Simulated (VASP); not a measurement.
# TiO2 in VASP: a series of runs, part 2 of 3

VASP 6.6.1. The steps go on from the part before.

## (5) Single point, r2SCAN

This run uses another cell than the first one, of 11.06 Å³/atom.

POSCAR

```
TiO2
1.0
    3.7777089757      0.0000000000      0.0000000000
    0.0000000000      3.7777089757      0.0000000000
    0.0000000000      0.0000000000      9.2965048918
Ti O
4 8
Direct
    0.0000000000      0.5000000000      0.7500000000
    0.5000000000      0.5000000000      0.0000000000
    0.5000000000      0.0000000000      0.2500000000
    0.0000000000      0.0000000000      0.5000000000
    0.0000000000      0.5000000000      0.9611242684
    0.5000000000      0.5000000000      0.7888757316
    0.5000000000      0.0000000000      0.0388757316
    0.0000000000      0.0000000000      0.7111242684
    0.5000000000      0.0000000000      0.4611242684
    0.0000000000      0.0000000000      0.2888757316
    0.0000000000      0.5000000000      0.5388757316
    0.5000000000      0.5000000000      0.2111242684
```

INCAR.step1

```
PREC = Accurate
ENCUT = 520
ISMEAR = 0
SIGMA = 0.02
LREAL = False
LASPH = True
NELM = 80
NBANDS = 60
GGA = PE
ALGO = Normal
EDIFF = 1E-4
LWAVE = True
LCHARG = False
```

INCAR.step2

```
PREC = Accurate
ENCUT = 520
EDIFF = 1E-7
ISMEAR = 0
SIGMA = 0.02
LREAL = False
LASPH = True
NELM = 80
ALGO = Normal
ISIF = 2
LWAVE = False
LCHARG = True
METAGGA = R2SCAN
LMIXTAU = True
LELF = True
LVHAR = True
NBANDS = 60
ISTART = 1
```

KPOINTS

```
regular mesh
0
Gamma
  6 6 4
```

Potentials or basis: VASP PAW PBE potentials, release 64 (Ti_sv, O).

Started as:

```console
cat potpaw_PBE.64/Ti_sv/POTCAR potpaw_PBE.64/O/POTCAR > POTCAR
cp INCAR.step1 INCAR
mpirun -np 1 vasp_std > vasp.out
cp INCAR.step2 INCAR
mpirun -np 1 vasp_std > vasp.out
```

OUTCAR:

```text
PREC = Accurate
   ENCUT = 520
   EDIFF = 1E-7
   ISMEAR = 0
   LREAL = False
   LASPH = True
   NELM = 80
   ISIF = 2
   METAGGA = R2SCAN
   ISTART = 1

 ion  position               nearest neighbor table
   1  0.000  0.500  0.750-   6 1.92   8 1.92   8 1.92   6 1.92   5 1.96  11 1.96
   2  0.500  0.500  0.000-   5 1.92   7 1.92   7 1.92   5 1.92   6 1.96  12 1.96
   3  0.500  0.000  0.250-  10 1.92  12 1.92  12 1.92  10 1.92   7 1.96   9 1.96
   4  0.000  0.000  0.500-   9 1.92  11 1.92  11 1.92   9 1.92  10 1.96   8 1.96
   5  0.000  0.500  0.961-   2 1.92   2 1.92   1 1.96
   6  0.500  0.500  0.789-   1 1.92   1 1.92   2 1.96
   7  0.500  0.000  0.039-   2 1.92   2 1.92   3 1.96
   8  0.000  0.000  0.711-   1 1.92   1 1.92   4 1.96
   9  0.500  0.000  0.461-   4 1.92   4 1.92   3 1.96
  10  0.000  0.000  0.289-   3 1.92   3 1.92   4 1.96
  11  0.000  0.500  0.539-   4 1.92   4 1.92   1 1.96
  12  0.500  0.500  0.211-   3 1.92   3 1.92   2 1.96

  LATTYP: Found a simple tetragonal cell.
 ALAT       =     3.7777089757
 C/A-ratio  =     2.4608843486

  Lattice vectors:

 A1 = (   3.7777089757,   0.0000000000,   0.0000000000)
 A2 = (   0.0000000000,   3.7777089757,   0.0000000000)
 A3 = (   0.0000000000,   0.0000000000,   9.2965048918)

Analysis of symmetry for initial positions (statically):
=====================================================================
 Subroutine PRICEL returns following result:

  LATTYP: Found a body centered tetragonal cell.
 ALAT       =     3.7777089757
 C/A-ratio  =     2.4608843486

  Lattice vectors:

 A1 = (  -1.8888544878,   1.8888544878,   4.6482524459)
 A2 = (   1.8888544879,  -1.8888544879,   4.6482524459)
 A3 = (   1.8888544878,   1.8888544879,  -4.6482524459)

   2 primitive cells build up your supercell.

 Routine SETGRP: Setting up the symmetry group for a
 simple tetragonal supercell.

 Subroutine GETGRP returns: Found 16 space group operations
 (whereof  8 operations were pure point group operations)
 out of a pool of 16 trial point group operations.

The static configuration has the point symmetry D_2d.
 The point group associated with its full space group is D_4h.

Analysis of symmetry for dynamics (positions and initial velocities):
=====================================================================
 Subroutine PRICEL returns following result:

  LATTYP: Found a body centered tetragonal cell.
 ALAT       =     3.7777089757
 C/A-ratio  =     2.4608843486

  Lattice vectors:

 A1 = (  -1.8888544878,   1.8888544878,   4.6482524459)
 A2 = (   1.8888544879,  -1.8888544879,   4.6482524459)
 A3 = (   1.8888544878,   1.8888544879,  -4.6482524459)

   2 primitive cells build up your supercell.

 Routine SETGRP: Setting up the symmetry group for a
 simple tetragonal supercell.

 Subroutine GETGRP returns: Found 16 space group operations
 (whereof  8 operations were pure point group operations)
 out of a pool of 16 trial point group operations.

The dynamic configuration has the point symmetry D_2d.
[... 69 lines left out ...]
  0.166667  0.166667  0.000000      4.000000
  0.333333  0.166667  0.000000      8.000000
[... 16 lines left out ...]
  0.333333  0.000000  0.500000      4.000000
  0.500000  0.000000  0.500000      2.000000
 [... further k-points ...]
   k-points           NKPTS =     30   k-points in BZ     NKDIM =     30   number of bands    NBANDS=     60
   number of dos      NEDOS =    301   number of ions     NIONS =     12
   total plane-waves  NPLWV =  54880
   dimension x,y,z NGX =    28 NGY =   28 NGZ =   70
   dimension x,y,z NGXF=    56 NGYF=   56 NGZF=  140
   ions per type =               4   8
   NGX,Y,Z   is equivalent  to a cutoff of  12.32, 12.32, 12.52 a.u.
   NGXF,Y,Z  is equivalent  to a cutoff of  24.64, 24.64, 25.04 a.u.
 SYSTEM =  unknown system
   PREC   = accura    normal or accurate (medium, high low for compatibility)
   ISTART =      1    job   : 0-new  1-cont  2-samecut
   ICHARG =      0    charge: 1-file 2-atom 10-const
   ISPIN  =      1    spin polarized calculation?
   LNONCOLLINEAR =      F non collinear calculations
   LSORBIT =      F    spin-orbit coupling
   LASPH  =      T    aspherical Exc in radial PAW
   ENCUT  =  520.0 eV  38.22 Ry    6.18 a.u.   7.02  7.02 17.29*2*pi/ulx,y,z
   NELM   =     80;   NELMIN=  2; NELMDL=  0     # of ELM steps
   EDIFF  = 0.1E-06   stopping-criterion for ELM
   LREAL  =      F    real-space projection
   EDIFFG = 0.1E-05   stopping-criterion for IOM
   NSW    =      0    number of steps for IOM
   IBRION =     -1    ionic relax: 0-MD 1-quasi-New 2-CG
   NFREE  =      0    steps in history (QN), initial steepest desc. (CG)
   ISIF   =      2    stress and relaxation
   ISYM   =      2    0-nonsym 1-usesym 2-fastsym
   POTIM  = 0.5000    time-step for ionic-motion
   TEBEG  =    0.0;   TEEND  =   0.0 temperature during run
   PSTRESS=    0.0 pullay stress
   NELECT =      96.0000    total number of electrons
   NUPDOWN=      -1.0000    fix difference up-down
   EMIN   =  10.00;   EMAX   =-10.00  energy-range for DOS
   EFERMI =   0.00;   METHOD = LEGACY
   ISMEAR =     0;   SIGMA  =   0.02  broadening in eV -4-tet -1-fermi 0-gaus
   EFERMI_NEDOS =   21; number of points for ismear=-14 and -15
   IALGO  =     38    algorithm
   IMIX   =      4    mixing-type and parameters
     AMIX     =   0.40;   BMIX     =  1.00
     AMIX_MAG =   1.60;   BMIX_MAG =  1.00
  volume/ion in A,a.u.               =      11.06        74.61
  Fermi-wavevector in a.u.,A,eV,Ry     =   1.469737  2.777401 29.390317  2.160127
  Thomas-Fermi vector in A             =   2.585078
   LORBIT       =      0    0 simple, 1 ext, 2 COOP (PROOUT), +10 PAW based schemes
   METAGGA = R2SCAN    functional components
   LHFCALC =     F    Hartree Fock is set to
   AEXX    =    0.0000 exact exchange contribution
   IVDW    =     0    specifies the selected vdW correction
   LEPSILON=     F    determine dielectric tensor
   LRPA    =     F    only Hartree local field effects (RPA)
 non-spin polarized calculation
 Gauss-broadening in eV      SIGMA  =   0.02
  energy-cutoff  :      520.00
  volume of cell :      132.67
 maximum number of plane-waves:      3590
   NGX = 15   NGY = 15   NGZ = 35

 number of electron      95.9999951 magnetization

 Free energy of the ion-electron system (eV)
  ---------------------------------------------------
  ext. energy  EPLUGINS =         0.00000000
  ---------------------------------------------------
  free energy    TOTEN  =      -139.60449034 eV

  energy without entropy =     -139.60449034  energy(sigma->0) =     -139.60449034

 E-fermi :   3.5448     XC(G=0): -11.6298

 val. band max:        3.3103720559   @ k =   0.5000   0.5000   0.0000
 cond. band min:       5.8096104251   @ k =   0.0000   0.0000   0.0000
 fundamental gap:      2.4992383692
 Fermi energy:         3.5447660057

 k-point     1 :       0.0000    0.0000    0.0000
  band No.  band energies     occupation
      1     -55.2218      2.00000
      2     -55.1852      2.00000
      3     -55.1852      2.00000
      4     -55.1483      2.00000
      5     -30.6843      2.00000
      6     -30.4645      2.00000
[... 1501 lines left out ...]
     59       8.2388      0.00000
     60       8.2388      0.00000

 [... further k-points ...]

------------------------ aborting loop because EDIFF is reached ----------------------------------------

  FORCE on cell =-STRESS in cart. coord.  units (eV):
  Direction    XX          YY          ZZ          XY          YZ          ZX
  --------------------------------------------------------------------------------------
  -------------------------------------------------------------------------------------
  Total        5.0736009      5.0736009      6.4295916      0.0000000      0.0000000      0.0000000
  in kB       61.2703252     61.2703252     77.6456750      0.0000000      0.0000000      0.0000000
  external PRESSURE =      66.7287751 kB  Pullay stress =       0.0000000 kB

 VOLUME and BASIS-vectors are now :
 -----------------------------------------------------------------------------
  energy-cutoff  :      520.00
  volume of cell :      132.67
      direct lattice vectors                 reciprocal lattice vectors
     3.777708976  0.000000000  0.000000000     0.264710703  0.000000000  0.000000000
     0.000000000  3.777708976  0.000000000     0.000000000  0.264710703  0.000000000
     0.000000000  0.000000000  9.296504892     0.000000000  0.000000000  0.107567307

 POSITION                                       TOTAL-FORCE (eV/Angst)
 -----------------------------------------------------------------------------------
      0.00000      1.88885      6.97238         0.000000     -0.000000      0.000000
      1.88885      1.88885      0.00000        -0.000000      0.000000      0.000000
      1.88885      0.00000      2.32413         0.000000     -0.000000      0.000000
      0.00000      0.00000      4.64825        -0.000000      0.000000      0.000000
      0.00000      1.88885      8.93510         0.000000      0.000000      0.042080
      1.88885      1.88885      7.33379        -0.000000     -0.000000     -0.042080
      1.88885      0.00000      0.36141         0.000000      0.000000     -0.042080
      0.00000      0.00000      6.61097         0.000000      0.000000      0.042080
      1.88885      0.00000      4.28684         0.000000      0.000000      0.042080
      0.00000      0.00000      2.68553        -0.000000     -0.000000     -0.042080
      0.00000      1.88885      5.00966         0.000000     -0.000000     -0.042080
      1.88885      1.88885      1.96272        -0.000000      0.000000      0.042080
 -----------------------------------------------------------------------------------
    total drift:                                0.000000      0.000000      0.000000

  FREE ENERGIE OF THE ION-ELECTRON SYSTEM (eV)
  ---------------------------------------------------
  free  energy   TOTEN  =      -139.6044903389 eV

  energy  without entropy=     -139.6044903389  energy(sigma->0) =     -139.60449034
```

Wall time 11 min (1 thread of Intel Xeon 6975P-C (Granite Rapids), shared host); peak memory 0.34 GiB.

Results:

```
Free energy            : -139.6045 eV
Pressure               : 6.7 GPa
Largest force          : 0.042 eV/Å
Band gap on the k mesh : 2.50 eV
```

Forces in eV/Å, atoms in the order of the input:
```
Ti   0.000  0.000  0.000
Ti   0.000  0.000  0.000
Ti   0.000  0.000  0.000
Ti   0.000  0.000  0.000
O    0.000  0.000  0.042
O    0.000  0.000 -0.042
O    0.000  0.000 -0.042
O    0.000  0.000  0.042
O    0.000  0.000  0.042
O    0.000  0.000 -0.042
O    0.000  0.000 -0.042
O    0.000  0.000  0.042
```

Levels at points of the mesh, in eV from the valence-band top:
| k point | band 45 | band 46 | band 47 | band 48 | band 49 | band 50 | band 51 | band 52 |
| --- | --- | --- | --- | --- | --- | --- | --- | --- |
| (0.00, 0.00, 0.00) | -0.56 | -0.56 | -0.19 | -0.19 | 2.50 | 2.90 | 2.90 | 3.34 |
| (0.50, 0.00, 0.00) | -1.01 | -1.01 | -0.90 | -0.90 | 3.76 | 3.76 | 3.88 | 3.88 |
| (0.50, 0.50, 0.00) | 0.00 | 0.00 | 0.00 | 0.00 | 3.91 | 3.91 | 3.91 | 3.91 |
| (0.00, 0.00, 0.50) | -0.29 | -0.29 | -0.29 | -0.29 | 2.61 | 2.61 | 3.21 | 3.21 |
| (0.50, 0.00, 0.50) | -0.90 | -0.90 | -0.67 | -0.67 | 3.70 | 3.70 | 3.95 | 3.95 |
| (0.50, 0.50, 0.50) | -0.19 | -0.19 | -0.19 | -0.19 | 4.13 | 4.13 | 4.13 | 4.13 |

Caveat: the cell stands under pressure; the PAW data sets were made with another functional, which shifts forces and pressure a little.

(Part 2 of 3 ends here.)
